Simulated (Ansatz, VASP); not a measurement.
**One calculation of KZnF3, two programs**

INCAR

```
PREC = Accurate
ENCUT = 520
EDIFF = 1E-6
ISMEAR = 0
SIGMA = 0.02
LREAL = False
LASPH = True
NELM = 100
ALGO = Normal
ISIF = 2
LWAVE = False
LCHARG = False
GGA = PE
NBANDS = 29
```

KPOINTS

```
Automatic mesh
0
Gamma
  6 6 6
```

Contents of POSCAR:

```
KZnF3
1.0
    3.6537644486      0.0000000000      0.0000000000
    0.0000000000      3.6537644486      0.0000000000
    0.0000000000      0.0000000000      3.6537644486
K Zn F
1 1 3
Direct
    0.0000000000      0.0000000000      0.0000000000
    0.5000000000      0.5000000000      0.5000000000
    0.0000000000      0.5000000000      0.5000000000
    0.5000000000      0.0000000000      0.5000000000
    0.5000000000      0.5000000000      0.0000000000
```

Input for Ansatz:

```yaml
crystal:
  lattice:
    - [3.6537644486, 0.0, 0.0]
    - [0.0, 3.6537644486, 0.0]
    - [0.0, 0.0, 3.6537644486]
  atoms:
    - { symbol: K, position: [0.0, 0.0, 0.0] }
    - { symbol: Zn, position: [0.5, 0.5, 0.5] }
    - { symbol: F, position: [0.0, 0.5, 0.5] }
    - { symbol: F, position: [0.5, 0.0, 0.5] }
    - { symbol: F, position: [0.5, 0.5, 0.0] }
basis:
  ecutwfc: 420
kpoints:
  mp_grid: { grid: [6, 6, 6] }
  band_path: { path: [VBM, CBM], npoints: 2 }
hamiltonian:
  xc: pbe
scf:
  occupations: { method: gaussian, width: 0.02 }
output:
  forces: true
  stress: true
  eigenvalues: true
checkpoint:
  read: start.run
  write: ck
  compress: false
  write_wavefunctions: false
  write_every: 100000
```

Alike in both runs: task single point; functional PBE; k mesh 6 × 6 × 6; occupations gaussian, width 0.02 eV; no spin polarisation.

|  | VASP | Ansatz |
| --- | --- | --- |
| version | VASP 6.6.1 | Ansatz 0.2.0 |
| potentials or method | VASP PAW PBE potentials, release 64 (K_sv, Zn, F), cutoff 520 eV | scalar-relativistic, plane waves, PAW |
| valence electrons in the cell | 42 | 42 |

```csv
,VASP,Ansatz,Ansatz less VASP
gap on the k mesh at the Fermi level (eV),4.74,4.86,+0.119
least direct gap on the mesh (eV),7.59,7.68,+0.084
```

The functional is the same, so the differences come from potentials, cutoffs and numerics.
